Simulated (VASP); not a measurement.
# CdS (wurtzite type) (P6_3mc) in VASP: further runs

Runs on CdS (wurtzite type). Level: PBE. Tasks: relaxation of cell and atoms, single point.

All numbers are computed with VASP 6.6.1; they aren't measurements. Logs are shortened: lines on timing, memory, paths and dates and some standing lists are left out, and cuts for length are marked.

### Step 1. The cell of the first run

It takes space group P6_3mc (No. 186, hexagonal). The conventional cell has a = 3.714 Å, b = 3.714 Å, c = 6.053 Å, α = 90.00°, β = 90.00°, γ = 120.00°. Cd (site symmetry 3m) has 4 S at 2.27 to 2.28 Å within 3.0 Å. S (site symmetry 3m) has 4 Cd at 2.27 to 2.28 Å within 3.0 Å.

### Step 2. Relaxation of cell and atoms, PBE, target pressure 32 GPa, at which the enthalpy is minimised

Contents of INCAR:

```
SYSTEM = CdS
PREC = Accurate
ENCUT = 600
EDIFF = 1E-6
ISMEAR = -1
SIGMA = 0.08
LREAL = .FALSE.
LASPH = .TRUE.
NELM = 80
ALGO = Normal
ISIF = 3
LWAVE = .FALSE.
LCHARG = .FALSE.
GGA = PE
IBRION = 2
NSW = 60
EDIFFG = -0.005
PSTRESS = 320.0
```

Contents of KPOINTS:

```
regular mesh
0
G
  10 10 5
  0 0 0
```

Contents of POSCAR:

```
CdS
1.0
    3.7135402314      0.0000000000      0.0000000000
   -1.8567701157      3.2160201784      0.0000000000
    0.0000000000      0.0000000000      6.0530705772
Cd S
2 2
Direct
    0.3333333333      0.6666666667      0.0000000000
    0.6666666667      0.3333333333      0.5000000000
    0.3333333333      0.6666666667      0.3760000000
    0.6666666667      0.3333333333      0.8760000000
```

Potentials or basis: VASP PAW PBE potentials, release 64 (Cd, S).

Started as:

```console
$ cat potpaw_PBE.64/Cd/POTCAR potpaw_PBE.64/S/POTCAR > POTCAR
$ mpirun -np 1 vasp_std > vasp.out
```

OUTCAR:

```text
SYSTEM = CdS
   PREC = Accurate
   ENCUT = 600
   EDIFF = 1E-6
   ISMEAR = -1
   LREAL = .FALSE.
   LASPH = .TRUE.
   NELM = 80
   ISIF = 3
   GGA = PE
   IBRION = 2
   NSW = 60
   EDIFFG = -0.005
   PSTRESS = 320.0

 ion  position               nearest neighbor table
   1  0.333  0.667  0.000-   4 2.27   4 2.27   4 2.27   3 2.28   2 3.71   2 3.71   2 3.71   2 3.71
                             2 3.71   2 3.71
   2  0.667  0.333  0.500-   3 2.27   3 2.27   3 2.27   4 2.28   1 3.71   1 3.71   1 3.71   1 3.71
                             1 3.71   1 3.71
   3  0.333  0.667  0.376-   2 2.27   2 2.27   2 2.27   1 2.28
   4  0.667  0.333  0.876-   1 2.27   1 2.27   1 2.27   2 2.28

  LATTYP: Found a hexagonal cell.
 ALAT       =     3.7135402314
 C/A-ratio  =     1.6300000000

  Lattice vectors:

 A1 = (   3.7135402314,   0.0000000000,   0.0000000000)
 A2 = (  -1.8567701157,   3.2160201784,   0.0000000000)
 A3 = (   0.0000000000,   0.0000000000,   6.0530705772)

Analysis of symmetry for initial positions (statically):
=====================================================================
 Subroutine PRICEL returns:
 Original cell was already a primitive cell.

 Routine SETGRP: Setting up the symmetry group for a
 hexagonal supercell.

 Subroutine GETGRP returns: Found 12 space group operations
 (whereof  6 operations were pure point group operations)
 out of a pool of 24 trial point group operations.

The static configuration has the point symmetry C_3v.
 The point group associated with its full space group is C_6v.

Analysis of symmetry for dynamics (positions and initial velocities):
=====================================================================
 Subroutine PRICEL returns:
 Original cell was already a primitive cell.

 Routine SETGRP: Setting up the symmetry group for a
 hexagonal supercell.

 Subroutine GETGRP returns: Found 12 space group operations
 (whereof  6 operations were pure point group operations)
 out of a pool of 24 trial point group operations.

The dynamic configuration has the point symmetry C_3v.
 The point group associated with its full space group is C_6v.

 Subroutine INISYM returns: Found 12 space group operations
 (whereof  6 operations are pure point group operations),
 and found     1 'primitive' translations

----------------------------------------------------------------------------------------

                                     Primitive cell

  volume of cell :      72.2907

  direct lattice vectors                    reciprocal lattice vectors
     3.713540231  0.000000000  0.000000000     0.269284817  0.155471661  0.000000000
    -1.856770116  3.216020178  0.000000000     0.000000000  0.310943323  0.000000000
     0.000000000  0.000000000  6.053070577     0.000000000  0.000000000  0.165205409

  length of vectors
     3.713540231  3.713540231  6.053070577     0.310943323  0.310943323  0.165205409

  position of ions in fractional coordinates (direct lattice)
     0.333333333  0.666666667  0.000000000
     0.666666667  0.333333333  0.500000000
     0.333333333  0.666666667  0.376000000
     0.666666667  0.333333333  0.876000000

  ion indices of the primitive-cell ions
   primitive index   ion index
                 1           1
                 2           2
                 3           3
                 4           4

----------------------------------------------------------------------------------------

 KPOINTS: regular mesh

Automatic generation of k-mesh.
 Grid dimensions read from file:
 generate k-points for:   10   10    5

 Generating k-lattice:

  Cartesian coordinates                     Fractional coordinates (reciprocal lattice)
     0.026928482  0.015547166  0.000000000     0.100000000  0.000000000  0.000000000
     0.000000000  0.031094332  0.000000000     0.000000000  0.100000000  0.000000000
     0.000000000  0.000000000  0.033041082     0.000000000  0.000000000  0.200000000

  Length of vectors
     0.031094332  0.031094332  0.033041082

  Shift w.r.t. Gamma in fractional coordinates (k-lattice)
     0.000000000  0.000000000  0.000000000

 Subroutine IBZKPT returns following result:
 ===========================================

 Found     42 irreducible k-points:

 Following reciprocal coordinates:
            Coordinates               Weight
  0.000000  0.000000  0.000000      1.000000
  0.100000  0.000000  0.000000      6.000000
  0.200000  0.000000  0.000000      6.000000
  0.300000  0.000000  0.000000      6.000000
  0.400000 -0.000000  0.000000      6.000000
  0.500000 -0.000000  0.000000      3.000000
[... 16 lines left out ...]
  0.300000  0.100000  0.200000     24.000000
  0.400000  0.100000  0.200000     24.000000
 [... further k-points ...]
   k-points           NKPTS =     42   k-points in BZ     NKDIM =     42   number of bands    NBANDS=     22
   number of dos      NEDOS =    301   number of ions     NIONS =      4
   total plane-waves  NPLWV =  43200
   dimension x,y,z NGX =    30 NGY =   30 NGZ =   48
   dimension x,y,z NGXF=    60 NGYF=   60 NGZF=   96
   ions per type =               2   2
   NGX,Y,Z   is equivalent  to a cutoff of  13.43, 13.43, 13.18 a.u.
   NGXF,Y,Z  is equivalent  to a cutoff of  26.86, 26.86, 26.37 a.u.
 SYSTEM =  CdS
   PREC   = accura    normal or accurate (medium, high low for compatibility)
   ISTART =      0    job   : 0-new  1-cont  2-samecut
   ICHARG =      2    charge: 1-file 2-atom 10-const
   ISPIN  =      1    spin polarized calculation?
   LNONCOLLINEAR =      F non collinear calculations
   LSORBIT =      F    spin-orbit coupling
   LASPH  =      T    aspherical Exc in radial PAW
   ENCUT  =  600.0 eV  44.10 Ry    6.64 a.u.   7.42  7.42 12.09*2*pi/ulx,y,z
   NELM   =     80;   NELMIN=  2; NELMDL= -5     # of ELM steps
   EDIFF  = 0.1E-05   stopping-criterion for ELM
   LREAL  =      F    real-space projection
   EDIFFG = -.5E-02   stopping-criterion for IOM
   NSW    =     60    number of steps for IOM
   IBRION =      2    ionic relax: 0-MD 1-quasi-New 2-CG
   NFREE  =      1    steps in history (QN), initial steepest desc. (CG)
   ISIF   =      3    stress and relaxation
   ISYM   =      2    0-nonsym 1-usesym 2-fastsym
   POTIM  = 0.5000    time-step for ionic-motion
   TEBEG  =    0.0;   TEEND  =   0.0 temperature during run
   PSTRESS=  320.0 pullay stress
   NELECT =      36.0000    total number of electrons
   NUPDOWN=      -1.0000    fix difference up-down
   EMIN   =  10.00;   EMAX   =-10.00  energy-range for DOS
   EFERMI =   0.00;   METHOD = LEGACY
   ISMEAR =    -1;   SIGMA  =   0.08  broadening in eV -4-tet -1-fermi 0-gaus
   EFERMI_NEDOS =   21; number of points for ismear=-14 and -15
   IALGO  =     38    algorithm
   IMIX   =      4    mixing-type and parameters
     AMIX     =   0.40;   BMIX     =  1.00
     AMIX_MAG =   1.60;   BMIX_MAG =  1.00
  volume/ion in A,a.u.               =      18.07       121.96
  Fermi-wavevector in a.u.,A,eV,Ry     =   1.297622  2.452150 22.909792  1.683822
  Thomas-Fermi vector in A             =   2.429002
   LORBIT       =      0    0 simple, 1 ext, 2 COOP (PROOUT), +10 PAW based schemes
   GGA     = PE    functional components
   LHFCALC =     F    Hartree Fock is set to
   AEXX    =    0.0000 exact exchange contribution
   IVDW    =     0    specifies the selected vdW correction
   LEPSILON=     F    determine dielectric tensor
   LRPA    =     F    only Hartree local field effects (RPA)
 conjugate gradient relaxation of ions
 non-spin polarized calculation
  energy-cutoff  :      600.00
  volume of cell :       72.29
 maximum number of plane-waves:      2442
 NGX is ok and might be reduce to    30
   NGX = 15   NGY = 15   NGZ = 25

--------------------------------------- Ionic step        1  -------------------------------------------

 number of electron      36.0000000 magnetization

 Free energy of the ion-electron system (eV)
  ---------------------------------------------------
  ext. energy  EPLUGINS =         0.00000000
  ---------------------------------------------------
  free energy    TOTEN  =        -8.99245791 eV

  energy without entropy =       -8.99245775  energy(sigma->0) =       -8.99245783

------------------------ aborting loop because EDIFF is reached ----------------------------------------

  FORCE on cell =-STRESS in cart. coord.  units (eV):
  Direction    XX          YY          ZZ          XY          YZ          ZX
  --------------------------------------------------------------------------------------
  -------------------------------------------------------------------------------------
  Total       20.7131673     20.7131673     20.7926544      0.0000000     -0.0000000      0.0000000
  in kB      459.0652916    459.0652916    460.8269627      0.0000000     -0.0000000      0.0000000
  external PRESSURE =     139.6525153 kB  Pullay stress =     320.0000000 kB
[... 25 lines left out ...]
  enthalpy is  TOTEN    =         5.4460405800 eV   P V=       14.4384984946

--------------------------------------- Ionic step        2  -------------------------------------------

 number of electron      35.9999992 magnetization

 E-fermi :   3.0134     XC(G=0):  -9.6092

 val. band max:        2.2059655521   @ k =   0.0000   0.0000   0.0000
 cond. band min:       3.6491202581   @ k =   0.0000   0.0000   0.0000
 fundamental gap:      1.4431547060
 Fermi energy:         3.0133512931

 k-point     1 :       0.0000    0.0000    0.0000
  band No.  band energies     occupation
      1     -10.8238      2.00000
      2     -10.2932      2.00000
      3      -5.9274      2.00000
      4      -5.9060      2.00000
      5      -5.9060      2.00000
      6      -5.7957      2.00000
[... 662 lines left out ...]
  FREE ENERGIE OF THE ION-ELECTRON SYSTEM (eV)
  ---------------------------------------------------
  free  energy   TOTEN  =       -10.2875686999 eV

  energy  without entropy=      -10.2875683401  energy(sigma->0) =      -10.28756852

  enthalpy is  TOTEN    =         5.2342450567 eV   P V=       15.5218137566

[... ionic steps 4 to 45 ...]

--------------------------------------- Ionic step       46  -------------------------------------------

 number of electron      35.9999992 magnetization

------------------------ aborting loop because EDIFF is reached ----------------------------------------

  FORCE on cell =-STRESS in cart. coord.  units (eV):
  Direction    XX          YY          ZZ          XY          YZ          ZX
  --------------------------------------------------------------------------------------
  -------------------------------------------------------------------------------------
  Total       15.1451452     15.1451453     15.1699998      0.0000000     -0.0000000      0.0000000
  in kB      320.9380677    320.9380699    321.4647583      0.0000000     -0.0000000      0.0000000
  external PRESSURE =       1.1136320 kB  Pullay stress =     320.0000000 kB
[... 65 lines left out ...]
  enthalpy is  TOTEN    =         5.1744546081 eV   P V=       15.1055992614

--------------------------------------- Ionic step       48  -------------------------------------------

 number of electron      35.9999993 magnetization

 Free energy of the ion-electron system (eV)
  ---------------------------------------------------
  ext. energy  EPLUGINS =         0.00000000
  ---------------------------------------------------
  free energy    TOTEN  =        -9.93250457 eV

  energy without entropy =       -9.93247619  energy(sigma->0) =       -9.93249038

 E-fermi :   4.8944     XC(G=0): -10.5474

 val. band max:        4.3320248080   @ k =   0.0000   0.0000   0.0000
 cond. band min:       5.3078271382   @ k =   0.0000   0.0000   0.0000
 fundamental gap:      0.9758023302
 Fermi energy:         4.8943953886

 k-point     1 :       0.0000    0.0000    0.0000
  band No.  band energies     occupation
      1     -10.2679      2.00000
      2      -9.5639      2.00000
      3      -5.2464      2.00000
      4      -4.8581      2.00000
      5      -4.8581      2.00000
      6      -4.6987      2.00000
[... 622 lines left out ...]
  FREE ENERGIE OF THE ION-ELECTRON SYSTEM (eV)
  ---------------------------------------------------
  free  energy   TOTEN  =        -9.9325045663 eV

  energy  without entropy=       -9.9324761881  energy(sigma->0) =       -9.93249038

  enthalpy is  TOTEN    =         5.1744506694 eV   P V=       15.1069552357

 reached required accuracy - stopping structural energy minimisation
```

Run time: 28 min. Hardware: 1 thread of Intel Xeon Platinum 8259CL at 2.50GHz (Skylake/Cascade Lake), shared host; peak memory 0.26 GiB.

Results:

| Item | Value |
| --- | --- |
| Free energy | -9.9325 eV |
| Relaxed volume | 18.91 Å³/atom |
| Relaxed cell | a = 3.572 Å, b = 3.572 Å, c = 6.844 Å, α = 90.00°, β = 90.00°, γ = 120.00° |
| Space group after relaxing (to 0.1 Å) | P6_3mc (No. 186) |
| Energy change on relaxing (the run minimises the enthalpy) | -235.0 meV/atom |
| Ionic steps | 48 |
| Pressure after relaxing | 32.0 GPa |
| Band gap on the k mesh | 0.98 eV |

Step by step:
| step | energy change (eV) | largest force (eV/Å) | pressure (GPa) | volume (Å³) |
| --- | --- | --- | --- | --- |
| 1 | 0.0000 | 0.0637 | 45.97 | 72.29 |
| 3 | -1.2951 | 0.0208 | 31.38 | 77.71 |
| 5 | -1.2239 | 0.0229 | 32.19 | 77.36 |
| 7 | -1.2266 | 0.0970 | 32.15 | 77.37 |
| 9 | -1.2388 | 0.0695 | 32.01 | 77.42 |
| 11 | -1.2912 | 0.0611 | 31.37 | 77.68 |
| 13 | -1.2760 | 0.0258 | 31.55 | 77.60 |
| 15 | -1.2725 | 0.0615 | 31.56 | 77.58 |
| 17 | -1.2533 | 0.2471 | 31.53 | 77.46 |
| 19 | -1.2456 | 0.3269 | 31.51 | 77.42 |
| 21 | -1.2431 | 0.3370 | 31.49 | 77.40 |
| 23 | -1.2307 | 0.3907 | 31.44 | 77.33 |
| 25 | -1.1560 | 0.7363 | 30.99 | 76.95 |
| 27 | -1.1843 | 0.5461 | 31.16 | 77.05 |
| 29 | -1.0331 | 0.5590 | 30.30 | 76.20 |
| 31 | -1.0538 | 0.3995 | 30.88 | 76.26 |
| 33 | -0.9793 | 0.0119 | 32.01 | 75.84 |
| 35 | -0.9825 | 0.0153 | 31.94 | 75.85 |
| 37 | -0.9967 | 0.0321 | 31.63 | 75.92 |
| 39 | -0.9904 | 0.0253 | 31.74 | 75.89 |
| 41 | -0.9780 | 0.0195 | 31.85 | 75.83 |
| 43 | -0.9277 | 0.0062 | 32.13 | 75.58 |
| 45 | -0.9402 | 0.0000 | 32.06 | 75.64 |
| 47 | -0.9387 | 0.0002 | 32.05 | 75.63 |
| 48 | -0.9400 | 0.0008 | 32.03 | 75.64 |

Final structure:
```
CELL_PARAMETERS angstrom
3.57227 0.00000 0.00000
-1.78613 3.09367 0.00000
0.00000 0.00000 6.84415
ATOMIC_POSITIONS crystal
Cd 0.33333 0.66667 0.02132
Cd 0.66667 0.33333 0.52132
S 0.33333 0.66667 0.35468
S 0.66667 0.33333 0.85468
```

Caveat: the cell is relaxed towards a set pressure, so the run minimises the enthalpy, not the energy.

### Step 3. Single point, PBE

This run uses another cell than the first one, of 18.80 Å³/atom.

Contents of INCAR:

```
PREC = Accurate
ENCUT = 520
EDIFF = 1E-6
ISMEAR = -1
SIGMA = 0.08
LREAL = False
LASPH = True
NELM = 80
ALGO = Normal
ISIF = 2
LWAVE = False
LCHARG = False
GGA = PE
NBANDS = 26
```

Contents of KPOINTS:

```
regular mesh
0
Gamma
  10 10 5
```

Contents of POSCAR:

```
CdS
1.0
    3.5656217672      0.0000000000      0.0000000000
   -1.7828108836      3.0879190307      0.0000000000
    0.0000000000      0.0000000000      6.8308159173
Cd S
2 2
Direct
    0.3333333333      0.6666666667      0.0213434277
    0.6666666667      0.3333333333      0.5213434277
    0.3333333333      0.6666666667      0.3546565723
    0.6666666667      0.3333333333      0.8546565723
```

Potentials or basis: VASP PAW PBE potentials, release 64 (Cd, S).

Started as:

```console
$ cat potpaw_PBE.64/Cd/POTCAR potpaw_PBE.64/S/POTCAR > POTCAR
$ mpirun -np 1 vasp_std > vasp.out
```

Run time: 2.1 min. Hardware: 1 thread of Intel Xeon 8259CL, shared host; peak memory 0.23 GiB.

Results (log left out):

```yaml
Free_energy: -9.8465 eV
Pressure: 33.1 GPa
Largest_force: 0.005 eV/Å
Band_gap_on_the_k_mesh: 0.99 eV
```

Forces on the atoms (eV/Å):
```
Cd   0.000  0.000  0.005
Cd   0.000  0.000  0.005
S    0.000  0.000 -0.005
S    0.000  0.000 -0.005
```

Stress tensor (GPa, compression positive):
```
32.97  0.00  0.00
 0.00 32.97  0.00
 0.00  0.00 33.35
```

Levels at points of the mesh, in eV from the valence-band top:
| k point | band 14 | band 15 | band 16 | band 17 | band 18 | band 19 | band 20 | band 21 | band 22 | band 23 |
| --- | --- | --- | --- | --- | --- | --- | --- | --- | --- | --- |
| (0.00, 0.00, 0.00) | -1.26 | -1.05 | -1.05 | 0.00 | 0.00 | 0.99 | 4.29 | 5.46 | 7.16 | 7.16 |
| (0.50, 0.00, 0.00) | -4.76 | -4.43 | -2.98 | -2.59 | -0.89 | 3.52 | 3.76 | 4.20 | 5.72 | 6.30 |

Caveat: the cell stands under pressure; an odd mesh through Γ misses points on the zone boundary, where band edges can lie.
